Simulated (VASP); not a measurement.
# Cd (Fm-3m) in VASP: settings compared

Aim: see how the results for Cd move with the level of theory and the settings. Levels: PBE+D3(BJ), r2SCAN+D4. Tasks: single point.

Everything below comes from runs of VASP 6.6.1. Logs are shortened: lines on timing, memory, paths and dates and some standing lists are left out, and cuts for length are marked.

## 1. The cell of the first run

Symmetry: Fm-3m, No. 225, cubic system. Conventional cell: a = 4.409 Å, b = 4.409 Å, c = 4.409 Å, α = 90.00°, β = 90.00°, γ = 90.00°. Cd (site symmetry m-3m) has 12 Cd at 3.12 Å within 4.1 Å.

## 2. Single point, PBE+D3(BJ)

Contents of INCAR:

```
  PREC = Accurate
  ENCUT = 520
  EDIFF = 1E-7
  ISMEAR = 1
  SIGMA = 0.1
  LREAL = False
  LASPH = True
  NELM = 100
  ALGO = Normal
  ISIF = 2
  LWAVE = False
  LCHARG = True
  GGA = PE
  IVDW = 12
  LELF = True
  LVHAR = True
  NBANDS = 12
```

Contents of KPOINTS:

```
regular mesh
0
Gamma
  10 10 10
```

Contents of POSCAR:

```
Cd
1.0
    0.0000000000      2.2046183365      2.2046183365
    2.2046183365      0.0000000000      2.2046183365
    2.2046183365      2.2046183365      0.0000000000
Cd
1
Direct
    0.0000000000      0.0000000000      0.0000000000
```

Potentials or basis: VASP PAW PBE potentials, release 64 (Cd).

Run with:

```
$ cat potpaw_PBE.64/Cd/POTCAR > POTCAR
$ mpirun -np 1 vasp_std > vasp.out
```

OUTCAR:

```text
PREC = Accurate
   ENCUT = 520
   EDIFF = 1E-7
   ISMEAR = 1
   LREAL = False
   LASPH = True
   NELM = 100
   ISIF = 2
   GGA = PE
   IVDW = 12
 IVDW          = 12

 ion  position               nearest neighbor table
   1  0.000  0.000  0.000-

  LATTYP: Found a face centered cubic cell.
 ALAT       =     4.4092366730

  Lattice vectors:

 A1 = (   0.0000000000,   2.2046183365,   2.2046183365)
 A2 = (   2.2046183365,   0.0000000000,   2.2046183365)
 A3 = (   2.2046183365,   2.2046183365,   0.0000000000)

Analysis of symmetry for initial positions (statically):
=====================================================================
 Subroutine PRICEL returns:
 Original cell was already a primitive cell.

 Routine SETGRP: Setting up the symmetry group for a
 face centered cubic supercell.

 Subroutine GETGRP returns: Found 48 space group operations
 (whereof 48 operations were pure point group operations)
 out of a pool of 48 trial point group operations.

The static configuration has the point symmetry O_h .

Analysis of symmetry for dynamics (positions and initial velocities):
=====================================================================
 Subroutine PRICEL returns:
 Original cell was already a primitive cell.

 Routine SETGRP: Setting up the symmetry group for a
 face centered cubic supercell.

 Subroutine GETGRP returns: Found 48 space group operations
 (whereof 48 operations were pure point group operations)
 out of a pool of 48 trial point group operations.

The dynamic configuration has the point symmetry O_h .

 Subroutine INISYM returns: Found 48 space group operations
 (whereof 48 operations are pure point group operations),
 and found     1 'primitive' translations

----------------------------------------------------------------------------------------

                                     Primitive cell

  volume of cell :      21.4304

  direct lattice vectors                    reciprocal lattice vectors
     0.000000000  2.204618336  2.204618336    -0.226796626  0.226796626  0.226796626
     2.204618336  0.000000000  2.204618336     0.226796626 -0.226796626  0.226796626
     2.204618336  2.204618336  0.000000000     0.226796626  0.226796626 -0.226796626

  length of vectors
     3.117801151  3.117801151  3.117801151     0.392823279  0.392823279  0.392823279

  position of ions in fractional coordinates (direct lattice)
     0.000000000  0.000000000  0.000000000

  ion indices of the primitive-cell ions
   primitive index   ion index
                 1           1

----------------------------------------------------------------------------------------

 KPOINTS: regular mesh

Automatic generation of k-mesh.
 Grid dimensions read from file:
 generate k-points for:   10   10   10

 Generating k-lattice:

  Cartesian coordinates                     Fractional coordinates (reciprocal lattice)
    -0.022679663  0.022679663  0.022679663     0.100000000  0.000000000  0.000000000
     0.022679663 -0.022679663  0.022679663     0.000000000  0.100000000  0.000000000
     0.022679663  0.022679663 -0.022679663     0.000000000  0.000000000  0.100000000

  Length of vectors
     0.039282328  0.039282328  0.039282328

  Shift w.r.t. Gamma in fractional coordinates (k-lattice)
     0.000000000  0.000000000  0.000000000

 Subroutine IBZKPT returns following result:
 ===========================================

 Found     47 irreducible k-points:

 Following reciprocal coordinates:
            Coordinates               Weight
  0.000000  0.000000  0.000000      1.000000
  0.100000  0.000000  0.000000      8.000000
  0.200000  0.000000  0.000000      8.000000
  0.300000  0.000000  0.000000      8.000000
  0.400000  0.000000  0.000000      8.000000
  0.500000  0.000000  0.000000      4.000000
[... 16 lines left out ...]
  0.300000  0.300000  0.000000      6.000000
  0.400000  0.300000  0.000000     24.000000
 [... further k-points ...]
   k-points           NKPTS =     47   k-points in BZ     NKDIM =     47   number of bands    NBANDS=     12
   number of dos      NEDOS =    301   number of ions     NIONS =      1
   total plane-waves  NPLWV =  13824
   dimension x,y,z NGX =    24 NGY =   24 NGZ =   24
   dimension x,y,z NGXF=    48 NGYF=   48 NGZF=   48
   ions per type =               1
   NGX,Y,Z   is equivalent  to a cutoff of  12.80, 12.80, 12.80 a.u.
   NGXF,Y,Z  is equivalent  to a cutoff of  25.59, 25.59, 25.59 a.u.
 SYSTEM =  unknown system
   PREC   = accura    normal or accurate (medium, high low for compatibility)
   ISTART =      0    job   : 0-new  1-cont  2-samecut
   ICHARG =      2    charge: 1-file 2-atom 10-const
   ISPIN  =      1    spin polarized calculation?
   LNONCOLLINEAR =      F non collinear calculations
   LSORBIT =      F    spin-orbit coupling
   LASPH  =      T    aspherical Exc in radial PAW
   ENCUT  =  520.0 eV  38.22 Ry    6.18 a.u.   5.80  5.80  5.80*2*pi/ulx,y,z
   NELM   =    100;   NELMIN=  2; NELMDL= -5     # of ELM steps
   EDIFF  = 0.1E-06   stopping-criterion for ELM
   LREAL  =      F    real-space projection
   EDIFFG = 0.1E-05   stopping-criterion for IOM
   NSW    =      0    number of steps for IOM
   IBRION =     -1    ionic relax: 0-MD 1-quasi-New 2-CG
   NFREE  =      0    steps in history (QN), initial steepest desc. (CG)
   ISIF   =      2    stress and relaxation
   ISYM   =      2    0-nonsym 1-usesym 2-fastsym
   POTIM  = 0.5000    time-step for ionic-motion
   TEBEG  =    0.0;   TEEND  =   0.0 temperature during run
   PSTRESS=    0.0 pullay stress
   NELECT =      12.0000    total number of electrons
   NUPDOWN=      -1.0000    fix difference up-down
   EMIN   =  10.00;   EMAX   =-10.00  energy-range for DOS
   EFERMI =   0.00;   METHOD = LEGACY
   ISMEAR =     1;   SIGMA  =   0.10  broadening in eV -4-tet -1-fermi 0-gaus
   EFERMI_NEDOS =   21; number of points for ismear=-14 and -15
   IALGO  =     38    algorithm
   IMIX   =      4    mixing-type and parameters
     AMIX     =   0.40;   BMIX     =  1.00
     AMIX_MAG =   1.60;   BMIX_MAG =  1.00
  volume/ion in A,a.u.               =      21.43       144.62
  Fermi-wavevector in a.u.,A,eV,Ry     =   1.349352  2.549905 24.772808  1.820750
  Thomas-Fermi vector in A             =   2.476946
   LORBIT       =      0    0 simple, 1 ext, 2 COOP (PROOUT), +10 PAW based schemes
   GGA     = PE    functional components
   LHFCALC =     F    Hartree Fock is set to
   AEXX    =    0.0000 exact exchange contribution
   IVDW    =    12    specifies the selected vdW correction
   LEPSILON=     F    determine dielectric tensor
   LRPA    =     F    only Hartree local field effects (RPA)
 non-spin polarized calculation
 Methfessel and Paxton  Order N= 1 SIGMA  =   0.10
  energy-cutoff  :      520.00
  volume of cell :       21.43
 maximum number of plane-waves:       589
   NGX = 11   NGY = 11   NGZ = 11

 number of electron      12.0000006 magnetization

 Free energy of the ion-electron system (eV)
  ---------------------------------------------------
  ext. energy  EPLUGINS =         0.00000000
  ---------------------------------------------------
  free energy    TOTEN  =        -0.72296432 eV

  energy without entropy =       -0.72327832  energy(sigma->0) =       -0.72306899

 E-fermi :   3.1340     XC(G=0): -11.0825

 val. band max:        3.0946570217   @ k =  -0.4000   0.3000   0.0000
 cond. band min:       3.1846773963   @ k =  -0.4000   0.4000   0.0000
 fundamental gap:      0.0900203747
 Fermi energy:         3.1339972938

 k-point     1 :       0.0000    0.0000    0.0000
  band No.  band energies     occupation
      1      -6.2108      2.00000
      2      -6.2108      2.00000
      3      -6.2108      2.00000
      4      -5.9518      2.00000
      5      -5.7394      2.00000
      6      -5.7394      2.00000
      7      16.9360      0.00000
      8      18.1119      0.00000
      9      18.1119      0.00000
     10      18.1119      0.00000
     11      21.5117      0.00000
     12      21.5117      0.00000

 k-point     2 :       0.1000    0.0000    0.0000
  band No.  band energies     occupation
      1      -6.2509      2.00000
      2      -6.1699      2.00000
      3      -6.1699      2.00000
      4      -5.7477      2.00000
      5      -5.7477      2.00000
      6      -5.6741      2.00000
      7      15.0560      0.00000
      8      17.2171      0.00000
      9      17.7342      0.00000
     10      17.7342      0.00000
     11      21.8875      0.00000
     12      22.1624      0.00000

 k-point     3 :       0.2000    0.0000    0.0000
  band No.  band energies     occupation
      1      -6.3851      2.00000
      2      -6.1083      2.00000
      3      -6.1083      2.00000
      4      -5.7195      2.00000
      5      -5.7195      2.00000
      6      -4.8088      2.00000
      7      11.1997      0.00000
      8      17.0352      0.00000
      9      17.0352      0.00000
     10      17.0910      0.00000
     11      21.3614      0.00000
     12      22.1015      0.00000
[... 286 lines left out ...]
 k-point    23 :       0.3000    0.3000    0.0000
  band No.  band energies     occupation
      1      -6.6534      2.00000
      2      -6.4418      2.00000
      3      -5.6224      2.00000
      4      -5.6224      2.00000
      5      -5.5033      2.00000
      6      -2.5943      2.00000
      7      11.5329      0.00000
      8      11.7191      0.00000
      9      11.7191      0.00000
     10      14.6885      0.00000
     11      14.7816      0.00000
     12      27.9647      0.00000

 k-point    24 :       0.4000    0.3000    0.0000
  band No.  band energies     occupation
      1      -6.7032      2.00000
      2      -6.5341      2.00000
      3      -5.6014      2.00000
      4      -5.5681      2.00000
      5      -5.3742      2.00000
      6      -1.2010      2.00000
      7       8.8935      0.00000
      8       9.7495      0.00000
      9      11.1352      0.00000
     10      14.5389      0.00000
     11      16.4605      0.00000
     12      27.3774      0.00000

 [... further k-points ...]

------------------------ aborting loop because EDIFF is reached ----------------------------------------

 Edisp (eV)   -0.44626

 E8    (eV) :    -0.1979

  FORCE on cell =-STRESS in cart. coord.  units (eV):
  Direction    XX          YY          ZZ          XY          YZ          ZX
  --------------------------------------------------------------------------------------
  -------------------------------------------------------------------------------------
  Total       0.05244     0.05244     0.05244     0.00000    -0.00000     0.00000
  in kB       3.92023     3.92023     3.92023     0.00000    -0.00000     0.00000
  external pressure =        3.92 kB  Pullay stress =        0.00 kB

 VOLUME and BASIS-vectors are now :
 -----------------------------------------------------------------------------
  energy-cutoff  :      520.00
  volume of cell :       21.43
      direct lattice vectors                 reciprocal lattice vectors
     0.000000000  2.204618336  2.204618336    -0.226796626  0.226796626  0.226796626
     2.204618336  0.000000000  2.204618336     0.226796626 -0.226796626  0.226796626
     2.204618336  2.204618336  0.000000000     0.226796626  0.226796626 -0.226796626

 POSITION                                       TOTAL-FORCE (eV/Angst)
 -----------------------------------------------------------------------------------
      0.00000      0.00000      0.00000         0.000000      0.000000      0.000000
 -----------------------------------------------------------------------------------
    total drift:                                0.000000      0.000000      0.000000

  FREE ENERGIE OF THE ION-ELECTRON SYSTEM (eV)
  ---------------------------------------------------
  free  energy   TOTEN  =        -1.1692269575 eV

  energy  without entropy=       -1.1695409591  energy(sigma->0) =       -1.16933162
```

It took 3.7 s on 1 thread of Intel Xeon 6975P-C (Granite Rapids), shared host; peak memory 0.15 GiB.

Results:

* Free energy: -1.1692 eV
* Pressure: 0.4 GPa
* Band gap on the k mesh: zero (band 6 reaches 4.11 eV, above the bottom of band 7 at 1.68 eV)
* Dispersion energy per atom: -0.446 eV

Levels at points of the mesh, in eV from the Fermi level:
```
           k point  band 2  band 3  band 4  band 5  band 6  band 7  band 8  band 9  band 10  band 11
(0.00, 0.00, 0.00)   -9.34   -9.34   -9.09   -8.87   -8.87   13.80   14.98   14.98    14.98    18.38
(0.50, 0.00, 0.00)   -9.34   -9.34   -8.49   -8.49   -2.56   -1.45   12.55   12.55    12.90    16.43
(0.50, 0.50, 0.00)   -9.94   -8.51   -8.39   -8.39   -1.01    1.30    6.70    6.70    11.02    11.11
```

Caveat: pairwise dispersion overbinds metals, which lowers pressure and volume.

## 3. Single point, r2SCAN+D4

This run uses another cell than the first one, of 21.35 Å³/atom, 0.996 times its volume.

Contents of POSCAR:

```
Cd
1.0
    0.0000000000      2.2017653671      2.2017653671
    2.2017653671      0.0000000000      2.2017653671
    2.2017653671      2.2017653671      0.0000000000
Cd
1
Direct
    0.0000000000      0.0000000000      0.0000000000
```

Contents of INCAR.step1:

```
ALGO = Normal ; EDIFF = 1E-4
ENCUT = 520 ; GGA = PE
ISMEAR = 1 ; LASPH = True
LCHARG = False ; LREAL = False
LWAVE = True ; NBANDS = 12
NELM = 80 ; PREC = Accurate
SIGMA = 0.1
```

Contents of INCAR.step2:

```
ALGO = Normal ; EDIFF = 1E-6
ENCUT = 520 ; ISIF = 2
ISMEAR = 1 ; ISTART = 1
IVDW = 13 ; LASPH = True
LCHARG = False ; LMIXTAU = True
LREAL = False ; LWAVE = False
METAGGA = R2SCAN ; NBANDS = 12
NELM = 80 ; PREC = Accurate
SIGMA = 0.1 ; VDW_A1 = 0.51559235
VDW_A2 = 5.77342911 ; VDW_S6 = 1.0
VDW_S8 = 0.6018749
```

Contents of KPOINTS:

```
k-points
0
Gamma
  10 10 10
```

Potentials or basis: VASP PAW PBE potentials, release 64 (Cd).

Run with:

```
$ cat potpaw_PBE.64/Cd/POTCAR > POTCAR
$ cp INCAR.step1 INCAR
$ mpirun -np 1 vasp_std > vasp.out
$ cp INCAR.step2 INCAR
$ mpirun -np 1 vasp_std > vasp.out
```

It took 15 s on 1 thread of Intel Xeon 6975P-C (Granite Rapids), shared host; peak memory 0.14 GiB.

The run converged. Its results:

| Property | Result |
| --- | --- |
| Free energy | -20.2154 eV |
| Pressure | 0.4 GPa |
| Band gap on the k mesh | zero (band 6 reaches 4.09 eV, above the bottom of band 7 at 1.67 eV) |
| Dispersion energy per atom | -0.142 eV |

Levels at points of the mesh, in eV from the Fermi level:
| k point | band 2 | band 3 | band 4 | band 5 | band 6 | band 7 | band 8 | band 9 | band 10 | band 11 |
| --- | --- | --- | --- | --- | --- | --- | --- | --- | --- | --- |
| (0.00, 0.00, 0.00) | -9.83 | -9.83 | -9.50 | -9.35 | -9.35 | 14.32 | 15.76 | 15.76 | 15.76 | 19.08 |
| (0.50, 0.00, 0.00) | -9.83 | -9.83 | -8.94 | -8.94 | -2.69 | -1.48 | 13.24 | 13.24 | 13.55 | 17.05 |
| (0.50, 0.50, 0.00) | -10.44 | -8.97 | -8.84 | -8.84 | -1.14 | 1.47 | 7.06 | 7.06 | 11.27 | 11.75 |

Caveat: the PAW data sets were made with another functional, which shifts forces and pressure a little; pairwise dispersion overbinds metals, which lowers pressure and volume.
